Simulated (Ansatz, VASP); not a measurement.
One calculation of Cs, two programs

```
Cs
1.0
     0.00000    3.63247    4.26420
     3.63247    0.00000    4.26420
     3.63247    3.63247    0.00000
Cs
1
Direct
  0.00000 0.00000 0.00000
```

Change from the starting cell: strain -0.080 along x and y, +0.080 along z, atoms carried along.

Alike in both runs: task single point; functional PBEsol; k mesh 10 × 10 × 10; occupations gaussian, width 0.15 eV; no spin polarisation.

```csv
,VASP,Ansatz
version,VASP 6.6.1,Ansatz 0.2.0
potentials or method,"VASP PAW PBE potentials, release 64 (Cs_sv), cutoff 520 eV","scalar-relativistic, plane waves, PAW"
valence electrons in the cell,9,9
```

|  | VASP | Ansatz | Ansatz less VASP |
| --- | --- | --- | --- |
| gap on the k mesh at the Fermi level (eV) | none | none | - |
| pressure (GPa) | -0.1 | -0.1 | +0.02 |
| traceless stress, the component that is largest in VASP (GPa) | -0.11 | -0.11 | 0.000 |

VASP's potentials were made for PBE, not for PBEsol. A gap of «none» marks a metal or a gap that the smearing closes.

Spin-orbit coupling is off throughout.
